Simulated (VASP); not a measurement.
Wanted: the native input for a VASP 6.6.1 run.

```
Task                   : dielectric tensor
Functional             : PBE
Potentials or basis    : VASP PAW PBE potentials, release 64 (Br, K_sv)
Cutoff                 : 520 eV
k mesh                 : 7 × 7 × 7
Occupations            : gaussian, width 0.01 eV
Spin                   : no spin polarisation
Dipole correction      : no
Further INCAR settings : ALGO = Normal; EDIFF = 1e-08
```

The structure of KBr lies in POSCAR:

```
KBr
1.0
    0.0000000000      3.3000000000      3.3000000000
    3.3000000000      0.0000000000      3.3000000000
    3.3000000000      3.3000000000      0.0000000000
Br K
1 1
Direct
    0.5000000000      0.5000000000      0.5000000000
    0.0000000000      0.0000000000      0.0000000000
```

These files were run (other wordings do the same):

INCAR

```
SYSTEM = KBr
  ALGO = Normal
  EDIFF = 1E-8
  ENCUT = 520
  GGA = PE
  ISIF = 2
  ISMEAR = 0
  LASPH = .True.
  LCHARG = .False.
  LEPSILON = .True.
  LREAL = .False.
  LWAVE = .False.
  NELM = 80
  PREC = Accurate
  SIGMA = 0.01
```

KPOINTS

```
k-points
0
Gamma
  7 7 7
  0 0 0
```

Potentials or basis: VASP PAW PBE potentials, release 64 (Br, K_sv).

Launch:

```console
$ cat potpaw_PBE.64/Br/POTCAR potpaw_PBE.64/K_sv/POTCAR > POTCAR
$ mpirun -np 1 vasp_std > vasp.out
```

Results of the run:

```
Band gap on the k mesh                  : 4.43 eV
Electronic dielectric tensor (diagonal) : 2.55
Born charges (mean of the diagonal)     : Br -1.13; K +1.13 e
```

Caveat: an odd mesh through Γ misses points on the zone boundary, where band edges can lie.

It took 4.1 min on 1 thread of AMD EPYC 9R45 96-Core Processor (Zen 5), with other jobs on the host, peak memory 0.26 GiB.
